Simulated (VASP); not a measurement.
# Hf (P6_3/mmc) in VASP: a series of runs

Aim: see how the results for Hf move with the level of theory and the settings. Levels: PBE, r2SCAN. Tasks: single point.

Program: VASP 6.6.1. These are calculated values, not measurements. Logs are shortened: lines on timing, memory, paths and dates and some standing lists are left out, and cuts for length are marked.

**1. The cell of the first run**

Symmetry: P6_3/mmc, No. 194, hexagonal system. The conventional cell has a = 3.197 Å, b = 3.197 Å, c = 5.058 Å, α = 90.00°, β = 90.00°, γ = 120.00°. Within 4.1 Å of Hf (site symmetry -6m2) lie 12 Hf at 3.13 to 3.20 Å.

**2. Single point, PBE**

Contents of INCAR:

```
SYSTEM = Hf
PREC = Accurate ; ENCUT = 520
EDIFF = 1E-6 ; ISMEAR = 0
SIGMA = 0.023 ; LREAL = .False.
LASPH = .True. ; NELM = 60
ALGO = Normal ; ISIF = 2
LWAVE = .False. ; LCHARG = .True.
GGA = PE ; LELF = .True.
LVHAR = .True. ; NBANDS = 17
```

Contents of KPOINTS:

```
Automatic mesh
0
Gamma
  10 10 5
  0 0 0
```

Contents of POSCAR:

```
Hf
1.0
    3.1967000000      0.0000000000      0.0000000000
   -1.5983500000      2.7684234083      0.0000000000
    0.0000000000      0.0000000000      5.0578000000
Hf
2
Direct
    0.6666666667      0.3333333333      0.7500000000
    0.3333333333      0.6666666667      0.2500000000
```

Potentials or basis: VASP PAW PBE potentials, release 64 (Hf_pv).

On the command line:

```console
> cat potpaw_PBE.64/Hf_pv/POTCAR > POTCAR
> mpirun -np 1 vasp_std > vasp.out
```

OUTCAR:

```text
SYSTEM = Hf
   PREC = Accurate
   ENCUT = 520
   EDIFF = 1E-6
   ISMEAR = 0
   LREAL = .False.
   LASPH = .True.
   NELM = 60
   ISIF = 2
   GGA = PE

 ion  position               nearest neighbor table
   1  0.667  0.333  0.750-   2 3.13   2 3.13   2 3.13   2 3.13   2 3.13   2 3.13
   2  0.333  0.667  0.250-   1 3.13   1 3.13   1 3.13   1 3.13   1 3.13   1 3.13

  LATTYP: Found a hexagonal cell.
 ALAT       =     3.1967000000
 C/A-ratio  =     1.5821941377

  Lattice vectors:

 A1 = (   3.1967000000,   0.0000000000,   0.0000000000)
 A2 = (  -1.5983500000,   2.7684234083,   0.0000000000)
 A3 = (   0.0000000000,   0.0000000000,   5.0578000000)

Analysis of symmetry for initial positions (statically):
=====================================================================
 Subroutine PRICEL returns:
 Original cell was already a primitive cell.

 Routine SETGRP: Setting up the symmetry group for a
 hexagonal supercell.

 Subroutine GETGRP returns: Found 24 space group operations
 (whereof 12 operations were pure point group operations)
 out of a pool of 24 trial point group operations.

The static configuration has the point symmetry D_3d.
 The point group associated with its full space group is D_6h.

Analysis of symmetry for dynamics (positions and initial velocities):
=====================================================================
 Subroutine PRICEL returns:
 Original cell was already a primitive cell.

 Routine SETGRP: Setting up the symmetry group for a
 hexagonal supercell.

 Subroutine GETGRP returns: Found 24 space group operations
 (whereof 12 operations were pure point group operations)
 out of a pool of 24 trial point group operations.

The dynamic configuration has the point symmetry D_3d.
 The point group associated with its full space group is D_6h.

 Subroutine INISYM returns: Found 24 space group operations
 (whereof 12 operations are pure point group operations),
 and found     1 'primitive' translations

----------------------------------------------------------------------------------------

                                     Primitive cell

  volume of cell :      44.7606

  direct lattice vectors                    reciprocal lattice vectors
     3.196700000  0.000000000  0.000000000     0.312822598  0.180608211  0.000000000
    -1.598350000  2.768423408  0.000000000     0.000000000  0.361216423  0.000000000
     0.000000000  0.000000000  5.057800000     0.000000000  0.000000000  0.197714421

  length of vectors
     3.196700000  3.196700000  5.057800000     0.361216423  0.361216423  0.197714421

[... 75 lines left out ...]
   LNONCOLLINEAR =      F non collinear calculations
   LSORBIT =      F    spin-orbit coupling
   LASPH  =      T    aspherical Exc in radial PAW
   ENCUT  =  520.0 eV  38.22 Ry    6.18 a.u.   5.94  5.94  9.40*2*pi/ulx,y,z
   NELM   =     60;   NELMIN=  2; NELMDL= -5     # of ELM steps
   EDIFF  = 0.1E-05   stopping-criterion for ELM
   LREAL  =      F    real-space projection
   EDIFFG = 0.1E-04   stopping-criterion for IOM
   NSW    =      0    number of steps for IOM
   IBRION =     -1    ionic relax: 0-MD 1-quasi-New 2-CG
   NFREE  =      0    steps in history (QN), initial steepest desc. (CG)
   ISIF   =      2    stress and relaxation
   ISYM   =      2    0-nonsym 1-usesym 2-fastsym
   POTIM  = 0.5000    time-step for ionic-motion
   TEBEG  =    0.0;   TEEND  =   0.0 temperature during run
   PSTRESS=    0.0 pullay stress
   NELECT =      20.0000    total number of electrons
   NUPDOWN=      -1.0000    fix difference up-down
   EMIN   =  10.00;   EMAX   =-10.00  energy-range for DOS
   EFERMI =   0.00;   METHOD = LEGACY
   ISMEAR =     0;   SIGMA  =   0.02  broadening in eV -4-tet -1-fermi 0-gaus
   EFERMI_NEDOS =   21; number of points for ismear=-14 and -15
   IALGO  =     38    algorithm
   IMIX   =      4    mixing-type and parameters
     AMIX     =   0.40;   BMIX     =  1.00
     AMIX_MAG =   1.60;   BMIX_MAG =  1.00
  volume/ion in A,a.u.               =      22.38       151.03
  Fermi-wavevector in a.u.,A,eV,Ry     =   1.251563  2.365112 21.312311  1.566411
  Thomas-Fermi vector in A             =   2.385505
   LORBIT       =      0    0 simple, 1 ext, 2 COOP (PROOUT), +10 PAW based schemes
   GGA     = PE    functional components
   LHFCALC =     F    Hartree Fock is set to
   AEXX    =    0.0000 exact exchange contribution
   IVDW    =     0    specifies the selected vdW correction
   LEPSILON=     F    determine dielectric tensor
   LRPA    =     F    only Hartree local field effects (RPA)
 non-spin polarized calculation
 Gauss-broadening in eV      SIGMA  =   0.02
  energy-cutoff  :      520.00
  volume of cell :       44.76
 maximum number of plane-waves:      1220
 NGX is ok and might be reduce to    24
   NGX = 11   NGY = 11   NGZ = 19

 number of electron      20.0000004 magnetization

 Free energy of the ion-electron system (eV)
  ---------------------------------------------------
  ext. energy  EPLUGINS =         0.00000000
  ---------------------------------------------------
  free energy    TOTEN  =       -19.84972098 eV

  energy without entropy =      -19.84907252  energy(sigma->0) =      -19.84939675

 E-fermi :   4.8971     XC(G=0): -11.2811

 val. band max:        4.8949279563   @ k =   0.1000   0.1000   0.4000
 cond. band min:       4.9108556655   @ k =   0.1000   0.1000   0.2000
 fundamental gap:      0.0159277092
 Fermi energy:         4.8971074309

 k-point     1 :       0.0000    0.0000    0.0000
  band No.  band energies     occupation
      1     -26.1589      2.00000
      2     -25.4144      2.00000
      3     -25.4144      2.00000
      4     -25.2933      2.00000
      5     -25.2868      2.00000
      6     -25.2868      2.00000
[... 457 lines left out ...]
      4     -25.5833      2.00000
      5     -25.4894      2.00000
      6     -25.4177      2.00000
[... 9 lines left out ...]
     16      10.8527      0.00000
     17      11.6645      0.00000

 [... further k-points ...]
[... 5 lines left out ...]
  --------------------------------------------------------------------------------------
  -------------------------------------------------------------------------------------
  Total        0.0842224      0.0842224     -0.0164183      0.0000000      0.0000000     -0.0000000
  in kB        3.0146862      3.0146862     -0.5876809      0.0000000      0.0000000     -0.0000000
  external PRESSURE =       1.8138971 kB  Pullay stress =       0.0000000 kB

 VOLUME and BASIS-vectors are now :
 -----------------------------------------------------------------------------
  energy-cutoff  :      520.00
  volume of cell :       44.76
      direct lattice vectors                 reciprocal lattice vectors
     3.196700000  0.000000000  0.000000000     0.312822598  0.180608211  0.000000000
    -1.598350000  2.768423408  0.000000000     0.000000000  0.361216423  0.000000000
     0.000000000  0.000000000  5.057800000     0.000000000  0.000000000  0.197714421

 POSITION                                       TOTAL-FORCE (eV/Angst)
 -----------------------------------------------------------------------------------
      1.59835      0.92281      3.79335        -0.000000     -0.000000      0.000000
     -0.00000      1.84562      1.26445         0.000000      0.000000      0.000000
 -----------------------------------------------------------------------------------
    total drift:                               -0.000000      0.000000     -0.000000

  FREE ENERGIE OF THE ION-ELECTRON SYSTEM (eV)
  ---------------------------------------------------
  free  energy   TOTEN  =       -19.8497209850 eV

  energy  without entropy=      -19.8490725177  energy(sigma->0) =      -19.84939675
```

OSZICAR:

```text
N       E                     dE             d eps       ncg     rms          rms(c)
DAV:   1     0.498017423385E+02    0.49802E+02   -0.11473E+04  1436   0.113E+03
DAV:   2    -0.186230687284E+02   -0.68425E+02   -0.66737E+02  1827   0.248E+02
DAV:   3    -0.205458976511E+02   -0.19228E+01   -0.19005E+01  1850   0.271E+01
DAV:   4    -0.205617500879E+02   -0.15852E-01   -0.15838E-01  1854   0.295E+00
DAV:   5    -0.205619022112E+02   -0.15212E-03   -0.15210E-03  1818   0.257E-01    0.647E+01
DAV:   6    -0.200408633283E+02    0.52104E+00   -0.49078E-01  1693   0.451E+00    0.382E+01
DAV:   7    -0.198591622928E+02    0.18170E+00   -0.81657E-01  1740   0.558E+00    0.205E+00
DAV:   8    -0.198496521174E+02    0.95102E-02   -0.49393E-02  1650   0.144E+00    0.271E-01
DAV:   9    -0.198497329268E+02   -0.80809E-04   -0.10398E-03  1921   0.223E-01    0.167E-01
DAV:  10    -0.198497205422E+02    0.12385E-04   -0.82800E-05  1645   0.597E-02    0.246E-01
DAV:  11    -0.198497209240E+02   -0.38189E-06   -0.10873E-05  1727   0.220E-02    0.945E-03
DAV:  12    -0.198497209850E+02   -0.60937E-07   -0.44834E-07  1029   0.467E-03
   1 F= -.19849721E+02 E0= -.19849397E+02  d E =-.648467E-03
```

It took 19 s on 1 thread of Intel Xeon Platinum 8259CL at 2.50GHz (Skylake/Cascade Lake), shared host; peak memory 0.17 GiB.

Results:

| Quantity | Value |
| --- | --- |
| Free energy | -19.8497 eV |
| Pressure | 0.2 GPa |
| Band gap on the k mesh | zero (band 10 reaches 6.10 eV, above the bottom of band 11 at 4.60 eV) |

Caveat: spin-orbit coupling is left out, which moves the levels of the heavy elements.

**3. Single point, r2SCAN, non-collinear spin, zero start, spin-orbit coupling**

POSCAR is that of step 2.

Contents of INCAR.step1:

```
  ALGO = Normal
  EDIFF = 1E-4
  ENCUT = 520
  GGA = PE
  GGA_COMPAT = False
  ISMEAR = -1
  LASPH = True
  LCHARG = False
  LMAXMIX = 4
  LREAL = False
  LSORBIT = True
  LWAVE = True
  MAGMOM = 0 0 0 0 0 0
  NBANDS = 32
  NELM = 150
  PREC = Accurate
  SIGMA = 0.05
```

Contents of INCAR.step2:

```
  ALGO = Normal
  EDIFF = 1E-6
  ENCUT = 520
  GGA_COMPAT = False
  ISIF = 2
  ISMEAR = -1
  ISTART = 1
  LASPH = True
  LCHARG = True
  LMAXMIX = 4
  LMIXTAU = True
  LORBIT = 11
  LORBMOM = True
  LREAL = False
  LSORBIT = True
  LVHAR = True
  LWAVE = False
  MAGMOM = 0 0 0 0 0 0
  METAGGA = R2SCAN
  NBANDS = 32
  NELM = 150
  PREC = Accurate
  SIGMA = 0.05
```

Contents of KPOINTS:

```
k-points
0
Gamma
  7 7 4
```

Potentials or basis: VASP PAW PBE potentials, release 64 (Hf_pv).

On the command line:

```console
> cat potpaw_PBE.64/Hf_pv/POTCAR > POTCAR
> cp INCAR.step1 INCAR
> mpirun -np 1 vasp_ncl > vasp.out
> cp INCAR.step2 INCAR
> mpirun -np 1 vasp_ncl > vasp.out
```

OUTCAR:

```text
EDIFF = 1E-6
   ENCUT = 520
   ISIF = 2
   ISMEAR = -1
   ISTART = 1
   LASPH = True
   LORBIT = 11
   LREAL = False
   LSORBIT = True
   METAGGA = R2SCAN
   NELM = 150
   PREC = Accurate

 ion  position               nearest neighbor table
   1  0.667  0.333  0.750-   2 3.13   2 3.13   2 3.13   2 3.13   2 3.13   2 3.13
   2  0.333  0.667  0.250-   1 3.13   1 3.13   1 3.13   1 3.13   1 3.13   1 3.13

  LATTYP: Found a hexagonal cell.
 ALAT       =     3.1967000000
 C/A-ratio  =     1.5821941377

  Lattice vectors:

 A1 = (   3.1967000000,   0.0000000000,   0.0000000000)
 A2 = (  -1.5983500000,   2.7684234083,   0.0000000000)
 A3 = (   0.0000000000,   0.0000000000,   5.0578000000)

Analysis of symmetry for initial positions (statically):
=====================================================================
 Subroutine PRICEL returns:
 Original cell was already a primitive cell.

 Routine SETGRP: Setting up the symmetry group for a
 hexagonal supercell.

 Subroutine GETGRP returns: Found 24 space group operations
 (whereof 12 operations were pure point group operations)
 out of a pool of 24 trial point group operations.
[... 1102 lines left out ...]
     0.0000000     0.0000000     0.0000000     0.0000000     0.0000000     0.0000000     0.0000000
     0.0000000     0.0000000     0.0000000     0.0000000     0.0000000     0.0000000     0.0000000
     0.0000000     0.0000000     0.0000000     0.0000000     0.0000000     0.0000000     0.0000000
     0.0000000     0.0000000     0.0000000     0.0000000     0.0000000     0.0000000     0.0000000
     0.0000000     0.0000000     0.0000000     0.0000000     0.0000000     0.0000000     0.0000000

 Ion:    2  E_soc:     -1.3075618
 l=   1
     0.0000000    -0.2099874    -0.2102403
    -0.2099874     0.0000000    -0.2099874
    -0.2102403    -0.2099874     0.0000000
 l=   2
     0.0000000    -0.0013465     0.0000000    -0.0013465    -0.0066734
    -0.0013465     0.0000000    -0.0049734    -0.0015597    -0.0013465
     0.0000000    -0.0049734     0.0000000    -0.0049734     0.0000000
    -0.0013465    -0.0015597    -0.0049734     0.0000000    -0.0013465
    -0.0066734    -0.0013465     0.0000000    -0.0013465     0.0000000
 l=   3
     0.0000000     0.0000000     0.0000000     0.0000000     0.0000000     0.0000000     0.0000000
     0.0000000     0.0000000     0.0000000     0.0000000     0.0000000     0.0000000     0.0000000
     0.0000000     0.0000000     0.0000000     0.0000000     0.0000000     0.0000000     0.0000000
     0.0000000     0.0000000     0.0000000     0.0000000     0.0000000     0.0000000     0.0000000
     0.0000000     0.0000000     0.0000000     0.0000000     0.0000000     0.0000000     0.0000000
     0.0000000     0.0000000     0.0000000     0.0000000     0.0000000     0.0000000     0.0000000
     0.0000000     0.0000000     0.0000000     0.0000000     0.0000000     0.0000000     0.0000000

 total charge

# of ion       s       p       d       tot
------------------------------------------
    1        0.401   6.473   1.519   8.392
    2        0.401   6.473   1.519   8.392
--------------------------------------------------
tot          0.802  12.945   3.037  16.785

 magnetization (x)

# of ion       s       p       d       tot
------------------------------------------
    1        0.000   0.000   0.000   0.000
    2        0.000   0.000   0.000   0.000
--------------------------------------------------
tot          0.000   0.000   0.000   0.000

 magnetization (y)

# of ion       s       p       d       tot
------------------------------------------
    1       -0.000   0.000  -0.000   0.000
    2       -0.000   0.000  -0.000   0.000
--------------------------------------------------
tot         -0.000   0.000  -0.000   0.000

 magnetization (z)

# of ion       s       p       d       tot
------------------------------------------
    1        0.000   0.000   0.000   0.000
    2        0.000   0.000   0.000   0.000
--------------------------------------------------
tot          0.000   0.000   0.000   0.000
```

OUTCAR.step1:

```text
EDIFF = 1E-4
   ENCUT = 520
   GGA = PE
   ISMEAR = -1
   LASPH = True
   LREAL = False
   LSORBIT = True
   NELM = 150
[... 1123 lines left out ...]
     0.0000000     0.0000000     0.0000000     0.0000000     0.0000000     0.0000000     0.0000000
     0.0000000     0.0000000     0.0000000     0.0000000     0.0000000     0.0000000     0.0000000
     0.0000000     0.0000000     0.0000000     0.0000000     0.0000000     0.0000000     0.0000000
     0.0000000     0.0000000     0.0000000     0.0000000     0.0000000     0.0000000     0.0000000
     0.0000000     0.0000000     0.0000000     0.0000000     0.0000000     0.0000000     0.0000000
     0.0000000     0.0000000     0.0000000     0.0000000     0.0000000     0.0000000     0.0000000

=======================================================================

 ========================================================
```

Wall time 4.4 min (1 thread of Intel Xeon Platinum 8259CL at 2.50GHz (Skylake/Cascade Lake), shared host); peak memory 0.31 GiB.

Results:

* Free energy: -91.6301 eV
* Pressure: -1.0 GPa
* Net moment: 0.00 μB per cell
* Valence electrons inside the program's atomic spheres: Hf 8.39

Moments on the atoms (μB; x, y, z):
```
Hf  0.00 0.00 0.00
Hf  0.00 0.00 0.00
```

Caveat: the PAW data sets were made with another functional, which shifts forces and pressure a little.
